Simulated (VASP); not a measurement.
## PbF2: single point with PBEsol

PbF2:

```xyz
3
Lattice="0.0000 2.9497 2.9497 2.9497 0.0000 2.9497 2.9497 2.9497 0.0000" Properties=species:S:1:pos:R:3 pbc="T T T"
Pb    0.0000    0.0000    0.0000
F     4.4246    4.4246    4.4246
F     1.4749    1.4749    1.4749
```

```
Program                : VASP 6.6.1
Task                   : single point
Functional             : PBEsol
Potentials or basis    : VASP PAW PBE potentials, release 64 (Pb_d, F)
Cutoff                 : 600 eV
k mesh                 : 8 × 8 × 8
Occupations            : fermi-dirac, width 0.05 eV
Spin                   : no spin polarisation
Dipole correction      : no
Further INCAR settings : ALGO = Normal; EDIFF = 1e-06; NBANDS = 21
```

```json
{
 "Pressure": "-0.3 GPa",
 "Band gap on the k mesh": "4.30 eV (least direct gap 4.46 eV)"
}
```

Levels at points of the mesh, in eV from the valence-band top:
```tsv
k point	band 11	band 12	band 13	band 14	band 15	band 16	band 17	band 18
(0.00, 0.00, 0.00)	-2.57	-2.07	-2.07	-2.07	6.69	6.69	6.69	10.55
(0.50, 0.00, 0.00)	-2.80	-2.23	-2.23	-0.03	4.93	7.63	7.63	13.10
(0.50, 0.50, 0.00)	-1.63	-1.62	-1.62	-0.15	4.30	7.87	7.87	8.79
```

It took 60 s on 1 thread of Intel Xeon 8259CL, with other jobs on the host, peak memory 0.22 GiB.

Caveat: the PAW data sets were made with another functional, which shifts forces and pressure a little; spin-orbit coupling is left out, which moves the levels of the heavy elements. A k mesh can miss the band edges.
